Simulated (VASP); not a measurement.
# BaS in VASP: a series of runs

BaS is run at these levels: HSE06; tasks: single point.

Program: VASP 6.6.1. These are calculated values, not measurements. Logs are shortened: lines on timing, memory, paths and dates and some standing lists are left out, and cuts for length are marked.

### 1 The cell of the first run

It takes space group Pm-3m (No. 221, cubic). The conventional cell has a = 3.821 Å, b = 3.821 Å, c = 3.821 Å, α = 90.00°, β = 90.00°, γ = 90.00°. Within 4.4 Å of Ba (site symmetry m-3m) lie 8 S at 3.31 Å and 6 Ba at 3.82 Å. Within 4.4 Å of S (site symmetry m-3m) lie 8 Ba at 3.31 Å and 6 S at 3.82 Å.

### 2 Single point, HSE06 (strain -0.3%)

File POSCAR:

```
BaS
1.0
    3.8207234874      0.0000000000      0.0000000000
    0.0000000000      3.8207234874      0.0000000000
    0.0000000000      0.0000000000      3.8207234874
Ba S
1 1
Direct
    0.0000000000      0.0000000000      0.0000000000
    0.5000000000      0.5000000000      0.5000000000
```

File INCAR.step1:

```
SYSTEM = BaS
ALGO = Normal
EDIFF = 1E-5
ENCUT = 520
GGA = PE
ISIF = 2
ISMEAR = 0
LASPH = .TRUE.
LREAL = .FALSE.
LWAVE = .TRUE.
NBANDS = 15
NELM = 80
PREC = Accurate
SIGMA = 0.01
```

File INCAR.step2:

```
SYSTEM = BaS
ALGO = Normal
EDIFF = 1E-6
ENCUT = 520
GGA = PE
HFSCREEN = 0.2079
ISIF = 2
ISMEAR = 0
ISTART = 1
LASPH = .TRUE.
LCHARG = .TRUE.
LELF = .TRUE.
LHFCALC = .TRUE.
LREAL = .FALSE.
LVHAR = .TRUE.
LWAVE = .FALSE.
NBANDS = 15
NELM = 80
PREC = Accurate
PRECFOCK = Normal
SIGMA = 0.01
```

File KPOINTS:

```
k-points
0
G
  4 4 4
  0 0 0
```

Potentials or basis: VASP PAW PBE potentials, release 64 (Ba_sv, S).

Command:

```sh
> cat potpaw_PBE.64/Ba_sv/POTCAR potpaw_PBE.64/S/POTCAR > POTCAR
> cp INCAR.step1 INCAR
> mpirun -np 1 vasp_std > vasp.out
> cp INCAR.step2 INCAR
> mpirun -np 1 vasp_std > vasp.out
```

OUTCAR:

```text
SYSTEM = BaS
   EDIFF = 1E-6
   ENCUT = 520
   GGA = PE
   HFSCREEN = 0.2079
   ISIF = 2
   ISMEAR = 0
   ISTART = 1
   LASPH = .TRUE.
   LHFCALC = .TRUE.
   LREAL = .FALSE.
   NELM = 80
   PREC = Accurate
   PRECFOCK = Normal

 ion  position               nearest neighbor table
   1  0.000  0.000  0.000-   2 3.31   2 3.31   2 3.31   2 3.31   2 3.31   2 3.31   2 3.31   2 3.31

   2  0.500  0.500  0.500-   1 3.31   1 3.31   1 3.31   1 3.31   1 3.31   1 3.31   1 3.31   1 3.31

  LATTYP: Found a simple cubic cell.
 ALAT       =     3.8207234874

  Lattice vectors:

 A1 = (   3.8207234874,   0.0000000000,   0.0000000000)
 A2 = (   0.0000000000,   3.8207234874,   0.0000000000)
 A3 = (   0.0000000000,   0.0000000000,   3.8207234874)

Analysis of symmetry for initial positions (statically):
=====================================================================
 Subroutine PRICEL returns:
 Original cell was already a primitive cell.

 Routine SETGRP: Setting up the symmetry group for a
 simple cubic supercell.

 Subroutine GETGRP returns: Found 48 space group operations
 (whereof 48 operations were pure point group operations)
 out of a pool of 48 trial point group operations.

The static configuration has the point symmetry O_h .

Analysis of symmetry for dynamics (positions and initial velocities):
=====================================================================
 Subroutine PRICEL returns:
 Original cell was already a primitive cell.

 Routine SETGRP: Setting up the symmetry group for a
 simple cubic supercell.

 Subroutine GETGRP returns: Found 48 space group operations
 (whereof 48 operations were pure point group operations)
 out of a pool of 48 trial point group operations.

The dynamic configuration has the point symmetry O_h .

 Subroutine INISYM returns: Found 48 space group operations
 (whereof 48 operations are pure point group operations),
 and found     1 'primitive' translations

----------------------------------------------------------------------------------------

                                     Primitive cell

  volume of cell :      55.7746

  direct lattice vectors                    reciprocal lattice vectors
     3.820723487  0.000000000  0.000000000     0.261730534  0.000000000  0.000000000
     0.000000000  3.820723487  0.000000000     0.000000000  0.261730534  0.000000000
     0.000000000  0.000000000  3.820723487     0.000000000  0.000000000  0.261730534

  length of vectors
     3.820723487  3.820723487  3.820723487     0.261730534  0.261730534  0.261730534

  position of ions in fractional coordinates (direct lattice)
     0.000000000  0.000000000  0.000000000
     0.500000000  0.500000000  0.500000000

  ion indices of the primitive-cell ions
   primitive index   ion index
                 1           1
                 2           2

----------------------------------------------------------------------------------------

 KPOINTS: k-points

Automatic generation of k-mesh.
 Grid dimensions read from file:
 generate k-points for:    4    4    4

 Generating k-lattice:

  Cartesian coordinates                     Fractional coordinates (reciprocal lattice)
     0.065432634  0.000000000  0.000000000     0.250000000  0.000000000  0.000000000
     0.000000000  0.065432634  0.000000000     0.000000000  0.250000000  0.000000000
     0.000000000  0.000000000  0.065432634     0.000000000  0.000000000  0.250000000

  Length of vectors
     0.065432634  0.065432634  0.065432634

  Shift w.r.t. Gamma in fractional coordinates (k-lattice)
     0.000000000  0.000000000  0.000000000

 Subroutine IBZKPT returns following result:
 ===========================================

 Found     10 irreducible k-points:

 Following reciprocal coordinates:
            Coordinates               Weight
  0.000000  0.000000  0.000000      1.000000
  0.250000  0.000000  0.000000      6.000000
  0.500000  0.000000  0.000000      3.000000
  0.250000  0.250000  0.000000     12.000000
  0.500000  0.250000  0.000000     12.000000
  0.500000  0.500000  0.000000      3.000000
  0.250000  0.250000  0.250000      8.000000
  0.500000  0.250000  0.250000     12.000000
  0.500000  0.500000  0.250000      6.000000
  0.500000  0.500000  0.500000      1.000000
   k-points           NKPTS =     10   k-points in BZ     NKDIM =     64   number of bands    NBANDS=     15
   number of dos      NEDOS =    301   number of ions     NIONS =      2
   total plane-waves  NPLWV =  21952
   dimension x,y,z NGX =    28 NGY =   28 NGZ =   28
   dimension x,y,z NGXF=    56 NGYF=   56 NGZF=   56
   ions per type =               1   1
   NGX,Y,Z   is equivalent  to a cutoff of  12.18, 12.18, 12.18 a.u.
   NGXF,Y,Z  is equivalent  to a cutoff of  24.37, 24.37, 24.37 a.u.
 SYSTEM =  BaS
   PREC   = accura    normal or accurate (medium, high low for compatibility)
   ISTART =      1    job   : 0-new  1-cont  2-samecut
   ICHARG =      0    charge: 1-file 2-atom 10-const
   ISPIN  =      1    spin polarized calculation?
   LNONCOLLINEAR =      F non collinear calculations
   LSORBIT =      F    spin-orbit coupling
   LASPH  =      T    aspherical Exc in radial PAW
   ENCUT  =  520.0 eV  38.22 Ry    6.18 a.u.   7.10  7.10  7.10*2*pi/ulx,y,z
   NELM   =     80;   NELMIN=  2; NELMDL=  0     # of ELM steps
   EDIFF  = 0.1E-05   stopping-criterion for ELM
   LREAL  =      F    real-space projection
   EDIFFG = 0.1E-04   stopping-criterion for IOM
   NSW    =      0    number of steps for IOM
   IBRION =     -1    ionic relax: 0-MD 1-quasi-New 2-CG
   NFREE  =      0    steps in history (QN), initial steepest desc. (CG)
   ISIF   =      2    stress and relaxation
   ISYM   =      3    0-nonsym 1-usesym 2-fastsym
   POTIM  = 0.5000    time-step for ionic-motion
   TEBEG  =    0.0;   TEEND  =   0.0 temperature during run
   PSTRESS=    0.0 pullay stress
   NELECT =      16.0000    total number of electrons
   NUPDOWN=      -1.0000    fix difference up-down
   EMIN   =  10.00;   EMAX   =-10.00  energy-range for DOS
   EFERMI =   0.00;   METHOD = LEGACY
   ISMEAR =     0;   SIGMA  =   0.01  broadening in eV -4-tet -1-fermi 0-gaus
   EFERMI_NEDOS =   21; number of points for ismear=-14 and -15
   IALGO  =     38    algorithm
   IMIX   =      1    mixing-type and parameters
     AMIX     =   0.40;   BMIX     =  1.00
     AMIX_MAG =   1.60;   BMIX_MAG =  1.00
  volume/ion in A,a.u.               =      27.89       188.19
  Fermi-wavevector in a.u.,A,eV,Ry     =   1.079699  2.040335 15.860980  1.165749
  Thomas-Fermi vector in A             =   2.215670
   LORBIT       =      0    0 simple, 1 ext, 2 COOP (PROOUT), +10 PAW based schemes
   GGA     = PE    functional components
   LHFCALC =     T    Hartree Fock is set to
   PRECFOCK=normal    Normal, Fast or Accurate (Low or Medium for compatibility)
   ENCUT4O =  -1.0   cutoff for four orbital integrals eV
   NKREDX  =     1    reduce k-point grid by
   NKREDY  =     1    reduce k-point grid by
   NKREDZ  =     1    reduce k-point grid by
   AEXX    =    0.2500 exact exchange contribution
   HFSCREEN=    0.2079 screening length (either q_TF or 0.3 A-1)
   HFSCREENC=   0.2079 screening length for correlation (either q_TF or 0.3 A-1)
   ENCUTFOCK=  -1.0 apply spherical cutoff to Coloumb kernel
   IVDW    =     0    specifies the selected vdW correction
   LEPSILON=     F    determine dielectric tensor
   LRPA    =     F    only Hartree local field effects (RPA)
 non-spin polarized calculation
 Gauss-broadening in eV      SIGMA  =   0.01
  energy-cutoff  :      520.00
  volume of cell :       55.77
 maximum number of plane-waves:      1516
  NGX = 24; NGY = 24; NGZ = 24

 number of electron      15.9999997 magnetization

 Free energy of the ion-electron system (eV)
  ---------------------------------------------------
  ext. energy  EPLUGINS =         0.00000000
  ---------------------------------------------------
  free energy    TOTEN  =       -11.09480495 eV

  energy without entropy =      -11.09480495  energy(sigma->0) =      -11.09480495

 E-fermi :   2.5497     XC(G=0):  -7.8580

 val. band max:        2.5047416636   @ k =   0.5000   0.5000   0.0000
 cond. band min:       4.8253119510   @ k =   0.0000   0.0000   0.0000
 fundamental gap:      2.3205702874
 Fermi energy:         2.5497372708

 k-point     1 :       0.0000    0.0000    0.0000
  band No.  band energies     occupation
      1     -26.4618      2.00000
      2     -10.1750      2.00000
      3     -10.1750      2.00000
      4     -10.1750      2.00000
      5      -9.7387      2.00000
      6       2.3840      2.00000
      7       2.3840      2.00000
      8       2.3840      2.00000
      9       4.8253      0.00000
     10       4.8253      0.00000
     11       7.4611      0.00000
     12      10.2838      0.00000
     13      10.2838      0.00000
     14      10.2838      0.00000
     15      14.7344      0.00000

 k-point     2 :       0.2500    0.0000    0.0000
  band No.  band energies     occupation
      1     -26.4095      2.00000
      2     -11.3160      2.00000
      3     -10.1037      2.00000
      4     -10.1037      2.00000
      5      -8.7432      2.00000
      6       0.5612      2.00000
      7       2.0515      2.00000
      8       2.0516      2.00000
      9       5.2985      0.00000
     10       6.9804      0.00000
     11       9.2787      0.00000
     12      10.3640      0.00000
     13      10.3640      0.00000
     14      10.6575      0.00000
     15      11.8339      0.00000
[... 113 lines left out ...]
      3     -10.9680      2.00000
      4     -10.4054      2.00000
      5      -9.0606      2.00000
      6       0.1461      2.00000
      7       0.1461      2.00000
      8       0.6591      2.00000
      9       7.6957      0.00000
     10       9.0372      0.00000
     11       9.0372      0.00000
     12       9.3120      0.00000
     13      12.9345      0.00000
     14      13.8111      0.00000
     15      13.8111      0.00000

 k-point    10 :       0.5000    0.5000    0.5000
  band No.  band energies     occupation
      1     -26.1690      2.00000
      2     -10.8405      2.00000
      3     -10.8405      2.00000
      4     -10.8405      2.00000
      5      -8.8290      2.00000
      6      -0.5569      2.00000
      7      -0.5569      2.00000
      8      -0.5569      2.00000
      9      11.2156      0.00000
     10      11.2156      0.00000
     11      11.2156      0.00000
     12      11.4431      0.00000
     13      11.4432      0.00000
     14      11.4432      0.00000
     15      13.0650      0.00000

------------------------ aborting loop because EDIFF is reached ----------------------------------------

  FORCE on cell =-STRESS in cart. coord.  units (eV):
  Direction    XX          YY          ZZ          XY          YZ          ZX
  --------------------------------------------------------------------------------------
  -------------------------------------------------------------------------------------
  Total        0.3452374      0.3452374      0.3452374      0.0000000     -0.0000000      0.0000000
  in kB        9.9172574      9.9172574      9.9172574      0.0000000     -0.0000000      0.0000000
  external PRESSURE =       9.9172574 kB  Pullay stress =       0.0000000 kB

 VOLUME and BASIS-vectors are now :
 -----------------------------------------------------------------------------
  energy-cutoff  :      520.00
  volume of cell :       55.77
      direct lattice vectors                 reciprocal lattice vectors
     3.820723487  0.000000000  0.000000000     0.261730534  0.000000000  0.000000000
     0.000000000  3.820723487  0.000000000     0.000000000  0.261730534  0.000000000
     0.000000000  0.000000000  3.820723487     0.000000000  0.000000000  0.261730534

 POSITION                                       TOTAL-FORCE (eV/Angst)
 -----------------------------------------------------------------------------------
      0.00000      0.00000      0.00000         0.000000      0.000000      0.000000
      1.91036      1.91036      1.91036         0.000000      0.000000      0.000000
 -----------------------------------------------------------------------------------
    total drift:                                0.000000      0.000000      0.000000

  FREE ENERGIE OF THE ION-ELECTRON SYSTEM (eV)
  ---------------------------------------------------
  free  energy   TOTEN  =       -11.0948049488 eV

  energy  without entropy=      -11.0948049488  energy(sigma->0) =      -11.09480495
```

It took 4 min on 1 thread of Intel Xeon Platinum 8488C (Sapphire Rapids), shared host; peak memory 0.28 GiB.

What came out:

| Item | Value |
| --- | --- |
| Free energy | -11.0948 eV |
| Pressure | 1.0 GPa |
| Band gap on the k mesh | 2.32 eV, indirect (least direct gap 2.44 eV) |

Caveat: the cell differs from its parent crystal (strain -0.3%); the PAW data sets were made with another functional, which shifts forces and pressure a little; spin-orbit coupling is left out, which moves the levels of the heavy elements. A k mesh can miss the band edges.

(Part 1 of 2 ends here.)
